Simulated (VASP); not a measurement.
A run of VASP 6.6.1:

File INCAR:

```
SYSTEM = GaSb
  PREC = Accurate
  ENCUT = 500
  EDIFF = 1E-6
  ISMEAR = -1
  SIGMA = 0.02
  LREAL = .False.
  LASPH = .True.
  NELM = 120
  ALGO = Normal
  ISIF = 2
  LWAVE = .False.
  LCHARG = .False.
  GGA = CA
  NBANDS = 16
  GGA_COMPAT = .False.
```

File KPOINTS:

```
Automatic mesh
0
Gamma
  4 4 4
  0 0 0
```

The input POSCAR:

```
GaSb
1.0
    0.0000000000      3.0658788003      3.0658788003
    3.0658788003      0.0000000000      3.0658788003
    3.0658788003      3.0658788003      0.0000000000
Ga Sb
1 1
Direct
    0.0000000000      0.0000000000      0.0000000000
    0.2500000000      0.2500000000      0.2500000000
```

Potentials or basis: VASP PAW LDA potentials, release 64 (Ga_d, Sb).

Command:

```bash
$ cat potpaw_LDA.64/Ga_d/POTCAR potpaw_LDA.64/Sb/POTCAR > POTCAR
$ mpirun -np 1 vasp_std > vasp.out
```

Hardware: 1 thread of AMD EPYC 7R13 Processor (Zen 3) (shared host).

Task: How long does it take, and how much memory?

Result: Wall time 5.5 s on 1 thread of AMD EPYC 7R13 Processor (Zen 3), on a shared host, peak memory 0.12 GiB. Counts: scf iterations 12, k points 8.
